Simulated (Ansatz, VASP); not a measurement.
## One calculation of ZnS, two programs

Contents of INCAR:

```
SYSTEM = ZnS
  PREC = Accurate
  ENCUT = 520
  EDIFF = 1E-6
  ISMEAR = 0
  SIGMA = 0.05
  LREAL = .FALSE.
  LASPH = .TRUE.
  NELM = 60
  ALGO = Normal
  ISIF = 2
  LWAVE = .FALSE.
  LCHARG = .TRUE.
  GGA = PE
  LELF = .TRUE.
  LVHAR = .TRUE.
  NBANDS = 46
```

KPOINTS

```
Automatic mesh
0
G
  8 4 4
  0 0 0
```

POSCAR

```
ZnS
1.0
   -3.8454929876      0.0000000000      0.0000000000
    0.0000000000      0.0000000000     -6.3053333116
    0.0000000000     -6.6605892347      0.0000000000
Zn S
4 4
Direct
    0.5000000000      0.9947802896      0.1554064017
    0.0000000000      0.9947802896      0.6554064017
    0.0000000000      0.4947802896      0.3445935983
    0.5000000000      0.4947802896      0.8445935983
    0.5000000000      0.6202196276      0.1757633347
    0.0000000000      0.6202196276      0.6757633347
    0.0000000000      0.1202196276      0.3242366653
    0.5000000000      0.1202196276      0.8242366653
```

Input for Ansatz:

```yaml
crystal:
  lattice:
    - [-3.8454929876, 0.0, 0.0]
    - [0.0, 0.0, -6.3053333116]
    - [0.0, -6.6605892347, 0.0]
  atoms:
    - { symbol: Zn, position: [0.5, 0.9947802896, 0.1554064017] }
    - { symbol: Zn, position: [0.0, 0.9947802896, 0.6554064017] }
    - { symbol: Zn, position: [0.0, 0.4947802896, 0.3445935983] }
    - { symbol: Zn, position: [0.5, 0.4947802896, 0.8445935983] }
    - { symbol: S, position: [0.5, 0.6202196276, 0.1757633347] }
    - { symbol: S, position: [0.0, 0.6202196276, 0.6757633347] }
    - { symbol: S, position: [0.0, 0.1202196276, 0.3242366653] }
    - { symbol: S, position: [0.5, 0.1202196276, 0.8242366653] }
basis:
  ecutwfc: 420
kpoints:
  mp_grid: { grid: [8, 4, 4] }
hamiltonian:
  xc: pbe
scf:
  occupations: { method: gaussian, width: 0.05 }
output:
  forces: true
  stress: true
  eigenvalues: true
```

Change from the starting cell: mode 4 (69.8 1/cm) frozen in, largest displacement +0.075 Å.

Alike in both runs: task single point; functional PBE; k mesh 8 × 4 × 4; occupations gaussian, width 0.05 eV; no spin polarisation.

```csv
,VASP,Ansatz
version,VASP 6.6.1,Ansatz 0.2.0
potentials or method,"VASP PAW PBE potentials, release 64 (Zn, S), cutoff 520 eV","scalar-relativistic, plane waves, PAW"
valence electrons in the cell,72,72
```

```csv
,VASP,Ansatz,Ansatz less VASP
gap on the k mesh at the Fermi level (eV),2.05,2.04,-0.003
least direct gap on the mesh (eV),2.05,2.04,-0.003
pressure (GPa),0.1,-0.1,-0.15
"traceless stress, the component that is largest in VASP (GPa)",0.19,0.19,+0.001
rms of the force components (eV/Å),0.041,0.041,+0.0003
```

Atom by atom the forces differ by 0.001 eV/Å (rms over components).
